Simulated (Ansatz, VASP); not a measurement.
## MgSnO2: VASP beside Ansatz

```
Mg Sn O
1.0
     5.17194    0.00000    0.00000
     0.00000    5.17194    0.00000
     0.00000    0.00000    7.08510
Mg Sn O
2 2 4
Cartesian
  2.5860 2.5860 0.0000
  2.5860 2.5860 3.5425
  0.0000 2.5860 3.5425
  2.5860 0.0000 0.0000
  0.0000 0.0000 1.7713
  0.0000 0.0000 5.3138
  2.5860 2.5860 1.7713
  2.5860 2.5860 5.3138
```

Alike in both runs: functional PBE; k mesh 4 × 4 × 4; occupations gaussian, width 0.1 eV; no spin polarisation.

Ansatz relaxed the structure, and its values are those at the end. VASP's run is a single point on that final structure, the one shown.

|  | VASP | Ansatz |
| --- | --- | --- |
| version | VASP 6.6.1 | Ansatz 0.2.0 |
| potentials or method | VASP PAW PBE potentials, release 64 (Mg, Sn_d, O), cutoff 520 eV | scalar-relativistic, plane waves, PAW |
| valence electrons in the cell | 56 | 72 |

|  | VASP | Ansatz | Ansatz less VASP |
| --- | --- | --- | --- |
| gap on the k mesh at the Fermi level (eV) | none | none | - |
| pressure (GPa) | 0.1 | 0.1 | -0.04 |

A gap of «none» marks a metal or a gap that the smearing closes. VASP's potentials hold 56 valence electrons a cell and Ansatz's 72, so a difference there can come from the potentials and not from the codes.
